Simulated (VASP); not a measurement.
Runs of VASP 6.6.1 on Al2Cu. The structure is that of space group I4/mmm (No. 139), or close to it. The cells are those of the table. 

```csv
cell,further INCAR settings,gap on the mesh (eV),pressure (GPa)
"a = 4.245 Å, angles 122.4, 122.4, 85.9°, 3 atoms",ALGO = Fast; EDIFF = 1e-06; NBANDS = 16,none,(a)
"a = 3.988 Å, angles 118.3, 118.3, 92.9°, 3 atoms",ALGO = Fast; EDIFF = 1e-06; NBANDS = 16,none,5.7
"a = 3.890 Å, angles 116.6, 116.6, 96.0°, 3 atoms",ALGO = Fast; EDIFF = 1e-06; NBANDS = 16,none,13.7
"a = 3.939 Å, angles 117.5, 117.5, 94.5°, 3 atoms",ALGO = Fast; EDIFF = 1e-07; NBANDS = 16,none,9.6
```

Alike in all rows: task single point; level PBE; potentials or basis VASP PAW PBE potentials, release 64 (Al, Cu); no spin polarisation; k mesh 16 × 16 × 16; cutoff (eV) 520; smearing gaussian 0.15 eV.

Problem. Estimate the missing entries.

Solution. (a) -5.6.

A gap of «none» marks levels without a gap at the run's occupations.
